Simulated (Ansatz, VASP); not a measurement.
## PbO2 in VASP and in Ansatz

INCAR

```
SYSTEM = PbO2
  PREC = Accurate
  ENCUT = 520
  EDIFF = 1E-6
  ISMEAR = 0
  SIGMA = 0.1
  LREAL = .False.
  LASPH = .True.
  NELM = 60
  ALGO = Normal
  ISIF = 2
  LWAVE = .False.
  LCHARG = .True.
  GGA = PS
  LELF = .True.
  LVHAR = .True.
  NBANDS = 20
```

The input KPOINTS:

```
regular mesh
0
Gamma
  14 14 14
  0 0 0
```

POSCAR

```
PbO2
1.0
    0.0000000000      2.7502351601      2.7502351601
    2.7502351601      0.0000000000      2.7502351601
    2.7502351601      2.7502351601      0.0000000000
Pb O
1 2
Direct
    0.0000000000      0.0000000000      0.0000000000
    0.2500000000      0.2500000000      0.2500000000
    0.7500000000      0.7500000000      0.7500000000
```

Input for Ansatz:

```yaml
crystal:
  lattice:
    - [0.0, 2.7502351601, 2.7502351601]
    - [2.7502351601, 0.0, 2.7502351601]
    - [2.7502351601, 2.7502351601, 0.0]
  atoms:
    - { symbol: Pb, position: [0.0, 0.0, 0.0] }
    - { symbol: O, position: [0.25, 0.25, 0.25] }
    - { symbol: O, position: [0.75, 0.75, 0.75] }
basis:
  ecutwfc: 420
kpoints:
  mp_grid: { grid: [14, 14, 14] }
hamiltonian:
  xc: pbesol
scf:
  occupations: { method: gaussian, width: 0.1 }
output:
  forces: true
  stress: true
  eigenvalues: true
```

Alike in both runs: task single point; functional PBEsol; k mesh 14 × 14 × 14; occupations gaussian, width 0.1 eV; no spin polarisation.

```csv
,VASP,Ansatz
version,VASP 6.6.1,Ansatz 0.2.0
potentials or method,"VASP PAW PBE potentials, release 64 (Pb_d, O), cutoff 520 eV","scalar-relativistic, plane waves, PAW"
valence electrons in the cell,26,26
```

|  | VASP | Ansatz | Ansatz less VASP |
| --- | --- | --- | --- |
| gap on the k mesh at the Fermi level (eV) | none | none | - |
| pressure (GPa) | -11.3 | -11.4 | -0.10 |

VASP's potentials were made for PBE, not for PBEsol. A gap of «none» marks a metal or a gap that the smearing closes. With one functional, cell and mesh, what is left measures potentials, basis and numerics.

Neither program's run includes spin-orbit coupling.
